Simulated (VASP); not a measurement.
Here is a VASP 6.6.1 calculation.

File INCAR:

```
SYSTEM = Si
  PREC = Accurate
  ENCUT = 520
  EDIFF = 1E-6
  ISMEAR = 0
  SIGMA = 0.02
  LREAL = .FALSE.
  LASPH = .TRUE.
  NELM = 60
  ALGO = Normal
  ISIF = 2
  LWAVE = .FALSE.
  LCHARG = .FALSE.
  GGA = CA
  NBANDS = 16
```

KPOINTS

```
regular mesh
0
G
  12 12 6
  0 0 0
```

POSCAR

```
Si
1.0
    3.8019754660      0.0000000000      0.0000000000
   -1.9009877330      3.2926073381      0.0000000000
    0.0000000000      0.0000000000      6.2891202504
Si
4
Direct
    0.3333333333      0.6666666667      0.0630332931
    0.6666666667      0.3333333333      0.5630332931
    0.3333333333      0.6666666667      0.4369667069
    0.6666666667      0.3333333333      0.9369667069
```

Potentials or basis: VASP PAW LDA potentials, release 64 (Si).

Run with:

```bash
$ cat potpaw_LDA.64/Si/POTCAR > POTCAR
$ mpirun -np 1 vasp_std > vasp.out
```

(1) What does it give for the band gap on the k mesh?

(2) What does it give for the pressure?

Answers

(1) 0.27 eV (least direct gap 1.00 eV).

(2) 0.1 GPa.

Caveat: semilocal functionals underestimate gaps, and a narrow one can read as zero.
